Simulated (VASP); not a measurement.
# C (C2/m) in VASP: settings compared

C is run at these levels: PBE+D3(BJ), PBE+D4, PBE; tasks: single point.

All numbers are computed with VASP 6.6.1; they aren't measurements. Logs are shortened: lines on timing, memory, paths and dates and some standing lists are left out, and cuts for length are marked.

### Step 1. The cell of the first run

Symmetry: C2/m, No. 12, monoclinic system. Conventional cell: a = 4.269 Å, b = 2.465 Å, c = 3.674 Å, α = 90.00°, β = 112.61°, γ = 90.00°. Within 1.9 Å of C (site symmetry m) lie 3 C at 1.42 Å.

### Step 2. Single point, PBE+D3(BJ)

Input file INCAR:

```
PREC     = Accurate       # precision mode
ENCUT    = 520            # plane-wave cutoff, eV
EDIFF    = 1E-7           # SCF threshold, eV
ISMEAR   = -1             # smearing method
SIGMA    = 0.02           # smearing width, eV
LREAL    = F              # projectors in reciprocal space
LASPH    = T              # aspherical terms in the spheres
NELM     = 100            # most SCF steps
ALGO     = Normal         # electronic algorithm
ISIF     = 2              # what is computed and relaxed
LWAVE    = F              # write WAVECAR
LCHARG   = F              # write CHGCAR
GGA      = PE             # functional
IVDW     = 12             # dispersion correction
NBANDS   = 11             # bands
```

Input file KPOINTS:

```
Automatic mesh
0
Gamma
  10 10 6
```

Input file POSCAR:

```
C
1.0
    2.1345826154     -1.2323935125     -0.0088175219
    2.1345826154      1.2323935125     -0.0088175219
   -1.3982964063      0.0000000000      3.3976736458
C
2
Direct
    0.8333616298      0.8333616298      0.0000848028
    0.1666383702      0.1666383702      0.9999151972
```

Potentials or basis: VASP PAW PBE potentials, release 64 (C).

On the command line:

```console
cat potpaw_PBE.64/C/POTCAR > POTCAR
mpirun -np 1 vasp_std > vasp.out
```

OUTCAR:

```text
PREC = Accurate
   ENCUT = 520
   EDIFF = 1E-7
   ISMEAR = -1
   LREAL = F
   LASPH = T
   NELM = 100
   ISIF = 2
   GGA = PE
   IVDW = 12
 IVDW          = 12

 ion  position               nearest neighbor table
   1  0.833  0.833  0.000-   2 1.42   2 1.42   2 1.42
   2  0.167  0.167  1.000-   1 1.42   1 1.42   1 1.42

  LATTYP: Found a base centered monoclinic cell.
 ALAT       =     4.2692016540
 B/A-ratio  =     0.5773414387
 C/A-ratio  =     0.8606188821
 COS(beta)  =    -0.3843929379

  Lattice vectors:

 A1 = (   2.1345826154,  -1.2323935125,  -0.0088175219)
 A2 = (   2.1345826154,   1.2323935125,  -0.0088175219)
 A3 = (  -1.3982964063,   0.0000000000,   3.3976736458)

Analysis of symmetry for initial positions (statically):
=====================================================================
 Subroutine PRICEL returns:
 Original cell was already a primitive cell.

 Routine SETGRP: Setting up the symmetry group for a
 base centered monoclinic supercell.

 Subroutine GETGRP returns: Found  4 space group operations
 (whereof  4 operations were pure point group operations)
 out of a pool of  4 trial point group operations.

The static configuration has the point symmetry C_2h.

Analysis of symmetry for dynamics (positions and initial velocities):
=====================================================================
 Subroutine PRICEL returns:
 Original cell was already a primitive cell.

 Routine SETGRP: Setting up the symmetry group for a
 base centered monoclinic supercell.

 Subroutine GETGRP returns: Found  4 space group operations
 (whereof  4 operations were pure point group operations)
 out of a pool of  4 trial point group operations.

The dynamic configuration has the point symmetry C_2h.

 Subroutine INISYM returns: Found  4 space group operations
 (whereof  4 operations are pure point group operations),
 and found     1 'primitive' translations

----------------------------------------------------------------------------------------

                                     Primitive cell

  volume of cell :      17.8458

  direct lattice vectors                    reciprocal lattice vectors
     2.134582615 -1.232393513 -0.008817522     0.234636715 -0.405714567  0.096563622
     2.134582615  1.232393513 -0.008817522     0.234636715  0.405714567  0.096563622
    -1.398296406  0.000000000  3.397673646     0.001217842  0.000000000  0.294820224

  length of vectors
     2.464815299  2.464815299  3.674155555     0.478521923  0.478521923  0.294822739

  position of ions in fractional coordinates (direct lattice)
     0.833361630  0.833361630  0.000084803
     0.166638370  0.166638370  0.999915197

[... 86 lines left out ...]
   PSTRESS=    0.0 pullay stress
   NELECT =       8.0000    total number of electrons
   NUPDOWN=      -1.0000    fix difference up-down
   EMIN   =  10.00;   EMAX   =-10.00  energy-range for DOS
   EFERMI =   0.00;   METHOD = LEGACY
   ISMEAR =    -1;   SIGMA  =   0.02  broadening in eV -4-tet -1-fermi 0-gaus
   EFERMI_NEDOS =   21; number of points for ismear=-14 and -15
   IALGO  =     38    algorithm
   IMIX   =      4    mixing-type and parameters
     AMIX     =   0.40;   BMIX     =  1.00
     AMIX_MAG =   1.60;   BMIX_MAG =  1.00
  volume/ion in A,a.u.               =       8.92        60.21
  Fermi-wavevector in a.u.,A,eV,Ry     =   1.252929  2.367692 21.358848  1.569831
  Thomas-Fermi vector in A             =   2.386806
   LORBIT       =      0    0 simple, 1 ext, 2 COOP (PROOUT), +10 PAW based schemes
   GGA     = PE    functional components
   LHFCALC =     F    Hartree Fock is set to
   AEXX    =    0.0000 exact exchange contribution
   IVDW    =    12    specifies the selected vdW correction
   LEPSILON=     F    determine dielectric tensor
   LRPA    =     F    only Hartree local field effects (RPA)
 non-spin polarized calculation
  energy-cutoff  :      520.00
  volume of cell :       17.85
 maximum number of plane-waves:       495
   NGX =  9   NGY =  9   NGZ = 13

 number of electron       7.9999999 magnetization

 Free energy of the ion-electron system (eV)
  ---------------------------------------------------
  ext. energy  EPLUGINS =         0.00000000
  ---------------------------------------------------
  free energy    TOTEN  =       -18.42929596 eV

  energy without entropy =      -18.42929596  energy(sigma->0) =      -18.42929596

 E-fermi :   4.4759     XC(G=0): -10.2475

 val. band max:        4.0706528025   @ k =  -0.3000   0.3000   0.0000
 cond. band min:       5.3081412088   @ k =  -0.3000   0.4000   0.3333
 fundamental gap:      1.2374884063
 Fermi energy:         4.4759189156

 k-point     1 :       0.0000    0.0000    0.0000
  band No.  band energies     occupation
      1     -15.0582      2.00000
      2      -2.0250      2.00000
      3       1.5826      2.00000
      4       1.5830      2.00000
      5       8.7813      0.00000
      6      12.9550      0.00000
      7      12.9560      0.00000
      8      15.9527      0.00000
      9      17.2298      0.00000
     10      27.3110      0.00000
     11      29.9276      0.00000
[... 309 lines left out ...]
 k-point    24 :       0.4000    0.3000    0.0000
  band No.  band energies     occupation
      1     -11.9200      2.00000
      2      -5.3165      2.00000
      3      -2.0350      2.00000
      4       0.5063      2.00000
      5       8.5904      0.00000
      6      13.0920      0.00000
      7      14.4915      0.00000
      8      19.6966      0.00000
      9      20.8377      0.00000
     10      23.7751      0.00000
     11      27.9614      0.00000

 [... further k-points ...]

------------------------ aborting loop because EDIFF is reached ----------------------------------------

 Edisp (eV)   -0.30862

 E8    (eV) :    -0.0873

  FORCE on cell =-STRESS in cart. coord.  units (eV):
  Direction    XX          YY          ZZ          XY          YZ          ZX
  --------------------------------------------------------------------------------------
  -------------------------------------------------------------------------------------
  Total       0.07910     0.07927    -0.01012     0.00000     0.00000    -0.00171
  in kB       7.10121     7.11693    -0.90834     0.00000     0.00000    -0.15342
  external pressure =        4.44 kB  Pullay stress =        0.00 kB

 VOLUME and BASIS-vectors are now :
 -----------------------------------------------------------------------------
  energy-cutoff  :      520.00
  volume of cell :       17.85
      direct lattice vectors                 reciprocal lattice vectors
     2.134582615 -1.232393513 -0.008817522     0.234636715 -0.405714567  0.096563622
     2.134582615  1.232393513 -0.008817522     0.234636715  0.405714567  0.096563622
    -1.398296406  0.000000000  3.397673646     0.001217842  0.000000000  0.294820224

 POSITION                                       TOTAL-FORCE (eV/Angst)
 -----------------------------------------------------------------------------------
      3.55764      0.00000     -0.01441        -0.000064      0.000000     -0.000124
     -0.68677      0.00000      3.39445         0.000064      0.000000      0.000124
 -----------------------------------------------------------------------------------
    total drift:                               -0.000000      0.000000      0.000000

  FREE ENERGIE OF THE ION-ELECTRON SYSTEM (eV)
  ---------------------------------------------------
  free  energy   TOTEN  =       -18.7379209516 eV

  energy  without entropy=      -18.7379209516  energy(sigma->0) =      -18.73792095
```

OSZICAR:

```text
N       E                     dE             d eps       ncg     rms          rms(c)
DAV:   1     0.669264091807E-01    0.66926E-01   -0.40983E+03  3856   0.647E+02
DAV:   2    -0.191949379355E+02   -0.19262E+02   -0.18461E+02  4986   0.119E+02
DAV:   3    -0.196154570931E+02   -0.42052E+00   -0.41977E+00  4759   0.140E+01
DAV:   4    -0.196170520169E+02   -0.15949E-02   -0.15948E-02  4427   0.105E+00
DAV:   5    -0.196170584095E+02   -0.63926E-05   -0.63926E-05  4846   0.619E-02    0.632E+00
DAV:   6    -0.187132264633E+02    0.90383E+00   -0.76801E-01  4444   0.506E+00    0.368E+00
DAV:   7    -0.184258171525E+02    0.28741E+00   -0.87119E-01  4555   0.544E+00    0.103E+00
DAV:   8    -0.184294200824E+02   -0.36029E-02   -0.19672E-02  4249   0.891E-01    0.118E-01
DAV:   9    -0.184292197213E+02    0.20036E-03   -0.54730E-04  4539   0.147E-01    0.546E-02
DAV:  10    -0.184292961450E+02   -0.76424E-04   -0.14094E-04  4288   0.817E-02    0.278E-02
DAV:  11    -0.184292957046E+02    0.44034E-06   -0.64000E-06  4584   0.145E-02    0.662E-03
DAV:  12    -0.184292959874E+02   -0.28275E-06   -0.68203E-07  4255   0.592E-03    0.860E-04
DAV:  13    -0.184292959642E+02    0.23164E-07   -0.46545E-08  4698   0.140E-03
   1 F= -.18737921E+02 E0= -.18737921E+02  d E =-.829151E-11
```

stdout:

```text
POSCAR found type information on POSCAR C
 POSCAR found :  1 types and       2 ions
 scaLAPACK will be used
 LDA part: xc-table for (Slater+PW92), standard interpolation
 POSCAR, INCAR and KPOINTS ok, starting setup
 FFT: planning ... GRIDC
 FFT: planning ... GRID_SOFT
 FFT: planning ... GRID
 WAVECAR not read
 entering main loop
```

Run time: 23 s. Hardware: 1 thread of Intel Xeon 8259CL, shared host; peak memory 0.15 GiB.

What came out:

* Free energy: -18.7379 eV
* Pressure: 0.4 GPa
* Dispersion energy per atom: -0.154 eV

### Step 3. Single point, PBE+D4

This run uses another cell than the first one, of 8.78 Å³/atom.

Input file INCAR:

```
SYSTEM = C
  ALGO = Normal
  EDIFF = 1E-6
  ENCUT = 520
  GGA = PE
  ISIF = 2
  ISMEAR = -1
  IVDW = 13
  LASPH = .TRUE.
  LCHARG = .TRUE.
  LELF = .TRUE.
  LREAL = .FALSE.
  LVHAR = .TRUE.
  LWAVE = .FALSE.
  NBANDS = 11
  NELM = 60
  PREC = Accurate
  SIGMA = 0.02
```

Input file KPOINTS:

```
k-points
0
G
  10 10 8
  0 0 0
```

Input file POSCAR:

```
C
1.0
    2.1301683124     -1.2298520485     -0.0100257993
    2.1301683124      1.2298520485     -0.0100257993
   -1.3974904143      0.0000000000      3.3583524869
C
2
Direct
    0.8333643964      0.8333643964      0.0000943004
    0.1666356036      0.1666356036      0.9999056996
```

Potentials or basis: VASP PAW PBE potentials, release 64 (C).

On the command line:

```console
cat potpaw_PBE.64/C/POTCAR > POTCAR
mpirun -np 1 vasp_std > vasp.out
```

Run time: 35 s. Hardware: 1 thread of Intel Xeon 8259CL, shared host; peak memory 0.15 GiB.

Results (log left out):

- Free energy: -18.7758 eV
- Pressure: 0.4 GPa
- Dispersion energy per atom: -0.176 eV

Stress tensor (GPa, compression positive):
```
 0.72  0.00 -0.01
 0.00  0.72  0.00
-0.01  0.00 -0.13
```

### Step 4. Single point, PBE

This run uses another cell than the first one, of 8.77 Å³/atom.

Input file INCAR:

```
SYSTEM = C
PREC = Accurate
ENCUT = 520
EDIFF = 1E-7
ISMEAR = -1
SIGMA = 0.02
LREAL = .False.
LASPH = .True.
NELM = 80
ALGO = Normal
ISIF = 2
LWAVE = .False.
LCHARG = .True.
GGA = PE
LELF = .True.
LVHAR = .True.
NBANDS = 11
```

Input file KPOINTS:

```
regular mesh
0
Gamma
  12 12 8
  0 0 0
```

Input file POSCAR:

```
C
1.0
    2.1262020258     -1.2275629060     -0.0100542737
    2.1262020258      1.2275629060     -0.0100542737
   -1.3949067766      0.0000000000      3.3658025016
C
2
Direct
    0.8333362419      0.8333362419      0.0000098419
    0.1666637581      0.1666637581      0.9999901581
```

On the command line:

```console
cat potpaw_PBE.64/C/POTCAR > POTCAR
mpirun -np 1 vasp_std > vasp.out
```

Run time: 74 s. Hardware: 1 thread of Intel Xeon 8259CL, shared host; peak memory 0.16 GiB.

It converged, with:

- Free energy: -18.4188 eV
- Pressure: 5.2 GPa
- Largest force: 0.025 eV/Å

Forces on the atoms (eV/Å):
```
C    0.000  0.000  0.025
C    0.000  0.000 -0.025
```

Stress tensor (GPa, compression positive):
```
 6.23  0.00 -0.02
 0.00  6.24  0.00
-0.02  0.00  3.22
```

Caveat: the cell stands under pressure; this functional lacks dispersion, which binds layers or chains, so the pressure and a relaxed spacing across them are unreliable.

### Step 5. The runs side by side

| level | cell | k mesh | pressure (GPa) |
| --- | --- | --- | --- |
| PBE+D3(BJ) | a = 2.465, b = 2.465, c = 3.674 Å, angles 109.4, 109.4, 60.0°, 2 atoms | 10 × 10 × 6 | 0.4 |
| PBE+D4 | a = 2.460, b = 2.460, c = 3.638 Å, angles 109.7, 109.7, 60.0°, 2 atoms | 10 × 10 × 8 | 0.4 |
| PBE | a = 2.455, b = 2.455, c = 3.643 Å, angles 109.6, 109.6, 60.0°, 2 atoms | 12 × 12 × 8 | 5.2 |

Alike in all rows: task single point; potentials or basis VASP PAW PBE potentials, release 64 (C); no spin polarisation; cutoff (eV) 520; smearing fermi-dirac 0.02 eV.

Caveats: the cell stands under pressure (at least some runs); this functional lacks dispersion, which binds layers or chains, so the pressure and a relaxed spacing across them are unreliable (at least some runs).

Absolute energies hang on the potentials; compare differences alone.
